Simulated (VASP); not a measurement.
# Mg63VSi32 (a cell with a defect) in VASP: notebook, part 2 of 2

VASP 6.6.1. The steps go on from the part before.

### Step 3. Relaxation of the atoms, PBEsol

The input, INCAR:

```
PREC = Accurate
ENCUT = 520
EDIFF = 1E-6
ISMEAR = -1
SIGMA = 0.05
LREAL = Auto
LASPH = True
NELM = 100
ALGO = Normal
ISIF = 2
LWAVE = False
LCHARG = False
GGA = PS
IBRION = 2
NSW = 100
EDIFFG = -0.03
NELECT = 268.0
ISYM = 0
LUSENCCL = False
```

The input, KPOINTS:

```
Automatic mesh
0
Gamma
  1 1 1
  0.25 0.25 0.25
```

The input, POSCAR:

```
Mg63VSi32
1.0
   12.6494980000      0.0000000000      0.0000000000
    0.0000000000     12.6494980000      0.0000000000
    0.0000000000      0.0000000000     12.6494980000
Mg V Si
63 1 32
Direct
    0.3736060000      0.1256010000      0.1215490000
    0.3740770000      0.1248380000      0.6268310000
    0.3748700000      0.6226320000      0.1267460000
    0.8759400000      0.1222940000      0.1222520000
    0.8756160000      0.1235880000      0.6240040000
    0.8742000000      0.6245890000      0.1240840000
    0.8757100000      0.6225280000      0.6216560000
    0.1261200000      0.3727920000      0.1229860000
    0.1243040000      0.3768830000      0.6235110000
    0.1233020000      0.8731030000      0.1251250000
    0.1242930000      0.8769230000      0.6260770000
    0.6274010000      0.3740490000      0.1274090000
    0.6247660000      0.3779730000      0.6240120000
    0.6229230000      0.8726230000      0.1247200000
    0.6229670000      0.8757500000      0.6261140000
    0.1247780000      0.1238790000      0.3760570000
    0.1214880000      0.1267810000      0.8752500000
    0.1266020000      0.6247220000      0.3770850000
    0.1241200000      0.6256460000      0.8764290000
    0.6244840000      0.1240100000      0.3746710000
    0.6271190000      0.1279530000      0.8768150000
    0.6253940000      0.6246500000      0.3753810000
    0.6244040000      0.6264240000      0.8747620000
    0.1226570000      0.1243650000      0.1239400000
    0.1250390000      0.1266260000      0.6229140000
    0.1268200000      0.6228650000      0.1257680000
    0.1273240000      0.6240280000      0.6241750000
    0.6247840000      0.1246270000      0.1232090000
    0.6257230000      0.1212840000      0.6266910000
    0.6271010000      0.6251150000      0.1280980000
    0.6262430000      0.6269920000      0.6258590000
    0.3773410000      0.3770050000      0.3775930000
    0.3785100000      0.3729230000      0.8764460000
    0.3732160000      0.8751820000      0.3733410000
    0.3744530000      0.8752530000      0.8736730000
    0.8757000000      0.3770740000      0.3742990000
    0.8737210000      0.3734770000      0.8768640000
    0.8739980000      0.8752060000      0.3778480000
    0.8742590000      0.8725650000      0.8779390000
    0.3766210000      0.3742810000      0.1216760000
    0.3743710000      0.3727680000      0.6279460000
    0.3757380000      0.8705740000      0.1256370000
    0.3711700000      0.8709880000      0.6249050000
    0.8755920000      0.3764650000      0.1239740000
    0.8772140000      0.3738890000      0.6229490000
    0.8734370000      0.8750470000      0.1261100000
    0.8749980000      0.8748230000      0.6243120000
    0.3709420000      0.1267230000      0.3748980000
    0.3721420000      0.1255800000      0.8760050000
    0.3788710000      0.6243160000      0.3787230000
    0.3750870000      0.6263780000      0.8726760000
    0.8750120000      0.1228390000      0.3735470000
    0.8744250000      0.1223600000      0.8753260000
    0.8749680000      0.6261870000      0.3750300000
    0.8762620000      0.6256680000      0.8738850000
    0.1234850000      0.3745480000      0.3763590000
    0.1229680000      0.3758730000      0.8749560000
    0.1270030000      0.8743640000      0.3749440000
    0.1250890000      0.8778470000      0.8759250000
    0.6233110000      0.3729760000      0.3748890000
    0.6245440000      0.3751140000      0.8740700000
    0.6263190000      0.8741450000      0.3780780000
    0.6238690000      0.8740710000      0.8747080000
    0.3731540000      0.6250220000      0.6252910000
    0.0014110000      0.0000930000      0.0017460000
    0.0006690000      0.0029110000      0.4998470000
    0.9985440000      0.4999190000      0.0002180000
    0.9975750000      0.4977450000      0.5010880000
    0.4984740000      0.9985890000      0.0001120000
    0.4984020000      0.9975540000      0.5036870000
    0.5002300000      0.5026480000      0.0002680000
    0.5005660000      0.5005390000      0.4973120000
    0.2515280000      0.2497670000      0.9991840000
    0.2519290000      0.2486010000      0.4997870000
    0.2494320000      0.7482510000      0.9961930000
    0.2512630000      0.7506190000      0.4994480000
    0.7484510000      0.2509290000      0.0019360000
    0.7511710000      0.2507950000      0.4984880000
    0.7481640000      0.7491920000      0.9996330000
    0.7540030000      0.7491340000      0.4987970000
    0.2491560000      0.9960230000      0.2455710000
    0.2506800000      0.0008910000      0.7471140000
    0.2490120000      0.4967530000      0.2486730000
    0.2493110000      0.5014480000      0.7510120000
    0.7500080000      0.9993500000      0.2505060000
    0.7474080000      0.0013580000      0.7510010000
    0.7505950000      0.4991530000      0.2504770000
    0.7508310000      0.5003630000      0.7515810000
    0.9976780000      0.2480610000      0.2493990000
    0.0013400000      0.2506770000      0.7492280000
    0.9999950000      0.7494560000      0.2518830000
    0.9977640000      0.7496190000      0.7503870000
    0.5014060000      0.2473090000      0.2527460000
    0.5004010000      0.2508640000      0.7502360000
    0.5007110000      0.7498930000      0.2506300000
    0.4999030000      0.7492670000      0.7513030000
```

Potentials or basis: VASP PAW PBE potentials, release 64 (Mg, V_sv, Si).

Started as:

```sh
cat potpaw_PBE.64/Mg/POTCAR potpaw_PBE.64/V_sv/POTCAR potpaw_PBE.64/Si/POTCAR > POTCAR
mpirun -np 1 vasp_std > vasp.out
```

OUTCAR:

```text
PREC = Accurate
   ENCUT = 520
   EDIFF = 1E-6
   ISMEAR = -1
   LREAL = Auto
   LASPH = True
   NELM = 100
   ISIF = 2
   GGA = PS
   IBRION = 2
   NSW = 100
   EDIFFG = -0.03
   NELECT = 268.0
   ISYM = 0

 ion  position               nearest neighbor table
   1  0.374  0.126  0.122-  73 2.69  69 2.73  81 2.76  93 2.78  49 3.11  40 3.15  24 3.17  28 3.18
                            48 3.20  42 3.23
   2  0.374  0.125  0.627-  82 2.69  74 2.72  70 2.74  94 2.74  41 3.14  25 3.15  49 3.15  29 3.18
                            48 3.19  43 3.21
   3  0.375  0.623  0.127-  71 2.72  83 2.73  95 2.75  75 2.79  42 3.14  26 3.14  40 3.14  50 3.19
                            30 3.19  51 3.21
   4  0.876  0.122  0.122-  65 2.69  89 2.74  77 2.75  85 2.75  24 3.12  53 3.12  46 3.13  28 3.18
                            52 3.18  44 3.22
   5  0.876  0.124  0.624-  66 2.70  78 2.75  86 2.76  90 2.76  47 3.15  25 3.16  29 3.16  45 3.17
                            52 3.17  53 3.18
[... 1388 lines left out ...]
  energy without entropy =     -311.55855323  energy(sigma->0) =     -311.66314505

 E-fermi :   3.9394     XC(G=0):  -8.9540

 val. band max:        3.8897037293   @ k =  -0.2500   0.2500   0.2500
 cond. band min:       3.9418770528   @ k =  -0.2500  -0.2500   0.2500
 fundamental gap:      0.0521733235
 Fermi energy:         3.9394181481

 k-point     1 :       0.2500    0.2500    0.2500
  band No.  band energies     occupation
      1     -60.2603      2.00000
      2     -34.2228      2.00000
      3     -34.2226      2.00000
      4     -34.2217      2.00000
      5      -5.3965      2.00000
      6      -5.0471      2.00000
[... 585 lines left out ...]
    145       4.9439      0.00000
    146       4.9445      0.00000
 [bands above 146 left out]

------------------------ aborting loop because EDIFF is reached ----------------------------------------

  FORCE on cell =-STRESS in cart. coord.  units (eV):
  Direction    XX          YY          ZZ          XY          YZ          ZX
  --------------------------------------------------------------------------------------
  -------------------------------------------------------------------------------------
  Total        1.4423991      1.4407190      1.4449121     -0.0239282      0.0008340     -0.0061406
  in kB        1.1417635      1.1404336      1.1437527     -0.0189409      0.0006601     -0.0048607
  external PRESSURE =       1.1419833 kB  Pullay stress =       0.0000000 kB
[... 111 lines left out ...]
  FREE ENERGIE OF THE ION-ELECTRON SYSTEM (eV)
  ---------------------------------------------------
  free  energy   TOTEN  =      -311.7677368657 eV

  energy  without entropy=     -311.5585532311  energy(sigma->0) =     -311.66314505

 reached required accuracy - stopping structural energy minimisation
```

OSZICAR:

```text
N       E                     dE             d eps       ncg     rms          rms(c)
DAV:   1     0.588971331645E+03    0.58897E+03   -0.92521E+04  1528   0.114E+03
[... 91 lines left out ...]
DAV:   1    -0.311766466521E+03   -0.27602E-02   -0.13548E-01  1568   0.113E+00    0.103E-01
DAV:   2    -0.311769283450E+03   -0.28169E-02   -0.19229E-02  1648   0.281E-01    0.546E-01
DAV:   3    -0.311767792018E+03    0.14914E-02   -0.49533E-03  1808   0.138E-01    0.596E-02
DAV:   4    -0.311767742846E+03    0.49172E-04   -0.31027E-04  1600   0.262E-02    0.241E-02
DAV:   5    -0.311767736401E+03    0.64453E-05   -0.79166E-05  1776   0.143E-02    0.163E-02
DAV:   6    -0.311767736851E+03   -0.45098E-06   -0.14563E-05  1792   0.650E-03    0.623E-03
DAV:   7    -0.311767736866E+03   -0.14181E-07   -0.10967E-06   952   0.202E-03
   8 F= -.31176774E+03 E0= -.31166315E+03  d E =-.403088E-02
```

CONTCAR:

```text
Mg63VSi32
    1.000000000000000
    12.6494979999999995    0.0000000000000000    0.0000000000000000
     0.0000000000000000   12.6494979999999995    0.0000000000000000
     0.0000000000000000    0.0000000000000000   12.6494979999999995
  Mg              V               Si
    63     1    32
Direct
     0.3745337708242080    0.1243023568473911    0.1248105757817238
     0.3749028726667125    0.1249506019382576    0.6249525095597146
     0.3751885475177505    0.6244161950855072    0.1253236749986281
     0.8744795178815080    0.1244314279544542    0.1251800430797562
     0.8747235928022714    0.1245953706001031    0.6250063871211818
     0.8751461954038326    0.6245930949065891    0.1249934599768407
[... 88 lines left out ...]
     0.4994980099324005    0.7489003199277928    0.2508274422559820
     0.4913036060792409    0.7414715753758351    0.7418630547019647

  0.00000000E+00  0.00000000E+00  0.00000000E+00
  0.00000000E+00  0.00000000E+00  0.00000000E+00
  0.00000000E+00  0.00000000E+00  0.00000000E+00
  0.00000000E+00  0.00000000E+00  0.00000000E+00
  0.00000000E+00  0.00000000E+00  0.00000000E+00
  0.00000000E+00  0.00000000E+00  0.00000000E+00
[... 88 lines left out ...]
  0.00000000E+00  0.00000000E+00  0.00000000E+00
  0.00000000E+00  0.00000000E+00  0.00000000E+00
```

Wall time 17 min (1 × NVIDIA H100 80GB with 1 thread of Intel Xeon Platinum 8481C at 2.70GHz (Sapphire Rapids), shared host); peak memory 2.6 GiB.

What came out:

```yaml
Free_energy: -311.7677 eV
Energy_gained_by_relaxing: 7.5 meV/atom
Ionic_steps: 8
Largest_force_after_relaxing: 0.027 eV/Å
```

Forces in eV/Å, atoms in the order of the input:
```
Mg   0.006  0.007  0.001
Mg  -0.002 -0.005  0.003
Mg  -0.007  0.000  0.001
Mg   0.010  0.000 -0.006
Mg   0.002  0.007  0.004
Mg  -0.004  0.000  0.003
Mg  -0.009 -0.005  0.003
Mg  -0.007 -0.004 -0.015
Mg  -0.004 -0.008 -0.011
Mg  -0.007  0.011  0.023
Mg   0.003 -0.004  0.026
Mg   0.003 -0.002  0.017
Mg  -0.006  0.012  0.011
Mg   0.008  0.001 -0.023
Mg   0.012 -0.005 -0.015
Mg  -0.005 -0.016  0.004
Mg   0.003  0.011  0.003
Mg  -0.008 -0.007 -0.002
Mg  -0.004  0.007 -0.006
Mg   0.017  0.020 -0.002
Mg   0.005 -0.013  0.006
Mg  -0.005  0.018 -0.015
Mg   0.001 -0.019  0.004
Mg   0.005  0.008  0.011
Mg  -0.004 -0.011  0.004
Mg  -0.008  0.010  0.000
Mg   0.005 -0.002  0.001
Mg  -0.005  0.000 -0.007
Mg   0.005 -0.007 -0.001
Mg   0.008  0.000 -0.004
Mg  -0.010 -0.002 -0.003
Mg  -0.018  0.006 -0.006
Mg   0.011 -0.010  0.001
Mg   0.012  0.003  0.005
Mg  -0.006  0.005  0.008
Mg  -0.010  0.002 -0.012
Mg   0.013 -0.009  0.003
Mg   0.012 -0.001 -0.005
Mg  -0.014  0.006  0.002
Mg   0.000  0.002 -0.004
Mg  -0.006  0.009 -0.006
Mg   0.006  0.008  0.007
Mg   0.003 -0.008  0.004
Mg   0.000  0.006 -0.001
Mg   0.003 -0.008  0.010
Mg   0.008 -0.004 -0.007
Mg  -0.002  0.006 -0.007
Mg   0.000 -0.002 -0.001
Mg  -0.004 -0.010  0.017
Mg  -0.006  0.000  0.002
Mg  -0.001  0.006 -0.018
Mg   0.005 -0.001  0.010
Mg   0.006  0.000 -0.009
Mg  -0.007 -0.002 -0.009
Mg   0.007  0.005  0.010
Mg  -0.010 -0.001 -0.002
Mg   0.003 -0.007  0.001
Mg   0.005 -0.008  0.006
Mg  -0.006  0.008  0.003
Mg  -0.006  0.009  0.007
Mg  -0.002 -0.010  0.000
Mg   0.013  0.009 -0.009
Mg  -0.008 -0.010 -0.011
V    0.011 -0.009 -0.008
Si   0.009  0.001  0.002
Si   0.005 -0.008  0.006
Si  -0.001  0.007  0.004
Si  -0.017 -0.003 -0.004
Si  -0.004 -0.003  0.001
Si   0.004  0.016 -0.012
Si   0.005 -0.002  0.008
Si  -0.010  0.002  0.009
Si   0.006 -0.001 -0.002
Si  -0.006 -0.013 -0.003
Si   0.002  0.010  0.009
Si   0.008  0.001  0.004
Si   0.000  0.008  0.002
Si   0.001  0.006  0.006
Si  -0.003 -0.013  0.001
Si  -0.002 -0.002 -0.008
Si   0.007  0.005  0.008
Si   0.001  0.004  0.006
Si  -0.011  0.003 -0.015
Si   0.004  0.004 -0.002
Si  -0.001  0.005 -0.003
Si   0.001 -0.005 -0.012
Si  -0.007  0.001 -0.001
Si   0.003 -0.007  0.009
Si  -0.006  0.004  0.014
Si   0.001 -0.001 -0.007
Si  -0.006 -0.002  0.000
Si  -0.002 -0.001  0.001
Si   0.000  0.005  0.000
Si   0.003 -0.016 -0.001
Si   0.006  0.008 -0.015
Si   0.000 -0.006 -0.003
```

The path:
```tsv
step	energy change (eV)	largest force (eV/Å)	pressure (GPa)
1	0.0000	1.1960	0.16
2	-0.3491	0.8501	0.12
3	-0.6269	0.2024	0.12
4	-0.6693	0.1593	0.12
5	-0.6968	0.1416	0.13
6	-0.7102	0.0687	0.12
7	-0.7154	0.0445	0.12
8	-0.7194	0.0266	0.11
```

Final structure:
```
Mg V Si
1.0
    12.64950    0.00000    0.00000
     0.00000   12.64950    0.00000
     0.00000    0.00000   12.64950
Mg V Si
63 1 32
Cartesian
  4.7377 1.5724 1.5788
  4.7423 1.5806 7.9053
  4.7459 7.8986 1.5853
  11.0617 1.5740 1.5835
  11.0648 1.5761 7.9060
  11.0702 7.9008 1.5811
  11.0728 7.9035 7.9061
  1.5833 4.7374 1.5797
  1.5873 4.7475 7.8943
  1.5777 11.0573 1.5773
  1.5803 11.0648 7.9122
  7.9058 4.7377 1.5846
  7.9059 4.7416 7.9186
  7.8988 11.0630 1.5870
  7.8964 11.0626 7.9006
  1.5808 1.5763 4.7390
  1.5747 1.5798 11.0661
  1.5902 7.8876 4.7478
  1.5831 7.9162 11.0666
  7.8974 1.5719 4.7465
  7.9012 1.5786 11.0702
  7.9076 7.9088 4.7566
  7.9007 7.8939 11.0663
  1.5698 1.5714 1.5745
  1.5804 1.5840 7.9023
  1.5863 7.8944 1.5839
  1.5901 7.9053 7.9078
  7.9105 1.5745 1.5842
  7.9002 1.5787 7.9083
  7.9043 7.9004 1.5873
  7.8977 7.9050 7.9115
  4.7375 4.7403 4.7525
  4.7550 4.7477 11.0669
  4.7515 11.0577 4.7452
  4.7261 11.0613 11.0618
  11.0692 4.7362 4.7459
  11.0687 4.7413 11.0681
  11.0685 11.0636 4.7470
  11.0636 11.0627 11.0710
  4.7436 4.7357 1.5833
  4.7460 4.7509 7.9096
  4.7400 11.0564 1.5790
  4.7371 11.0560 7.9055
  11.0688 4.7302 1.5816
  11.0678 4.7432 7.9021
  11.0629 11.0701 1.5869
  11.0663 11.0650 7.9109
  4.7387 1.5732 4.7441
  4.7408 1.5813 11.0610
  4.7473 7.8990 4.7586
  4.7438 7.9008 11.0654
  11.0640 1.5770 4.7328
  11.0636 1.5782 11.0778
  11.0728 7.9018 4.7491
  11.0653 7.9018 11.0662
  1.5842 4.7369 4.7420
  1.6188 4.7817 11.0275
  1.6158 11.0269 4.7795
  1.5799 11.0646 11.0666
  7.8697 4.7722 4.7802
  7.9081 4.7444 11.0708
  7.9011 11.0584 4.7516
  7.8655 11.0295 11.0373
  4.7412 7.9038 7.9088
  12.6444 12.6416 12.6480
  0.0067 12.6394 6.3183
  0.0099 6.3152 12.6392
  0.0086 6.3253 6.3299
  6.3245 12.6353 12.6398
  6.3141 12.6379 6.3339
  6.3202 6.3253 12.6484
  6.2234 6.4261 6.4344
  3.1551 3.1682 12.6373
  3.1688 3.1646 6.3300
  3.1659 9.4737 12.6454
  3.2653 9.3770 6.4298
  9.4837 3.1583 0.0004
  9.4750 3.1646 6.3194
  9.4747 9.4887 12.6433
  9.4847 9.4796 6.3360
  3.1538 12.6308 3.1683
  3.1625 12.6443 9.4794
  3.1728 6.3213 3.1704
  3.2678 6.4290 9.3831
  9.4809 12.6402 3.1681
  9.4731 12.6375 9.4959
  9.4803 6.3147 3.1755
  9.4837 6.3283 9.4813
  0.0017 3.1564 3.1594
  0.0067 3.1709 9.4909
  0.0111 9.4846 3.1733
  0.0029 9.4803 9.4831
  6.3267 3.1632 3.1729
  6.3193 3.1677 9.4841
  6.3184 9.4732 3.1728
  6.2147 9.3792 9.3842
```

Levels at points of the mesh, in eV from the Fermi level:
```
           k point  band 131  band 132  band 133  band 134  band 135  band 136  band 137  band 138
(0.25, 0.25, 0.25)     -0.57     -0.57     -0.05     -0.05      0.00      0.19      0.19      0.34
```

Caveat: the cell carries a net charge on a neutralising background, which shifts energy and pressure; the cell is charged against a uniform background, so pressure and absolute levels hang on convention; the PAW data sets were made with another functional, which shifts forces and pressure a little.
